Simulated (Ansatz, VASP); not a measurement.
NaCl: VASP beside Ansatz

```
Na Cl
1.0
     0.00000    2.78607    2.92537
     2.78607    0.00000    2.92537
     2.78607    2.78607    0.00000
Na Cl
1 1
Direct
  0.00000 0.00000 0.00000
  0.50000 0.50000 0.50000
```

Alike in both runs: task single point; functional PBE; k mesh 8 × 8 × 8; occupations gaussian, width 0.05 eV; no spin polarisation.

```csv
,VASP,Ansatz
version,VASP 6.6.1,Ansatz 0.2.0
potentials or method,"VASP PAW PBE potentials, release 64 (Na_pv, Cl), cutoff 520 eV","scalar-relativistic, plane waves, PAW"
valence electrons in the cell,14,16
```

```tsv
	VASP	Ansatz	Ansatz less VASP
gap on the k mesh at the Fermi level (eV)	5.04	5.04	0.000
least direct gap on the mesh (eV)	5.04	5.04	0.000
pressure (GPa)	0.5	0.6	+0.03
traceless stress, the component that is largest in VASP (GPa)	-1.18	-1.17	+0.009
```

VASP's potentials hold 14 valence electrons a cell and Ansatz's 16, so a difference there can come from the potentials and not from the codes.
